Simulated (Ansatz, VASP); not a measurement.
**Cd2SeO in VASP and in Ansatz**

INCAR

```
PREC = Accurate
ENCUT = 520
EDIFF = 1E-6
ISMEAR = -1
SIGMA = 0.02
LREAL = F
LASPH = T
NELM = 80
ALGO = Normal
ISIF = 2
LWAVE = F
LCHARG = T
GGA = PE
LELF = T
LVHAR = T
NBANDS = 26
```

The input KPOINTS:

```
Automatic mesh
0
Gamma
  6 6 4
```

Contents of POSCAR:

```
Cd2SeO
1.0
    4.1060927996      0.0000000000      0.0000000000
    0.0000000000      4.1060927996      0.0000000000
    0.0000000000      0.0000000000      5.6480238643
O Cd Se
1 2 1
Direct
    0.0000000000      0.0000000000      0.0000000000
    0.0000000000      0.5000000000      0.8071404097
    0.5000000000      0.0000000000      0.1928595903
    0.5000000000      0.5000000000      0.5000000000
```

Input for Ansatz:

```yaml
crystal:
  lattice:
    - [4.1060927996, 0.0, 0.0]
    - [0.0, 4.1060927996, 0.0]
    - [0.0, 0.0, 5.6480238643]
  atoms:
    - { symbol: O, position: [0.0, 0.0, 0.0] }
    - { symbol: Cd, position: [0.0, 0.5, 0.8071404097] }
    - { symbol: Se, position: [0.5, 0.5, 0.5] }
    - { symbol: Cd, position: [0.5, 0.0, 0.1928595903] }
kpoints:
  mp_grid: { grid: [6, 6, 4] }
hamiltonian:
  xc: pbe
scf:
  occupations: { method: fermi_dirac, width: 0.02 }
  n_extra_bands: 5
output:
  forces: true
  stress: true
  eigenvalues: true
```

Alike in both runs: task single point; functional PBE; k mesh 6 × 6 × 4; occupations fermi-dirac, width 0.02 eV; no spin polarisation.

```csv
,VASP,Ansatz
version,VASP 6.6.1,Ansatz 0.2.0
potentials or method,"VASP PAW PBE potentials, release 64 (O, Cd, Se)","plane waves, PAW"
plane-wave cutoff (eV),520,420
valence electrons in the cell,36,62
```

VASP gave:

```
pressure (GPa)                     : -2.8
rms of the force components (eV/Å) : 0.032
```

Task: What did Ansatz give for the same quantities?

Result: Pressure (GPa): -3.2; rms of the force components (eV/Å): 0.024.

VASP's potentials hold 36 valence electrons a cell and Ansatz's 62, so a difference there can come from the potentials and not from the codes.
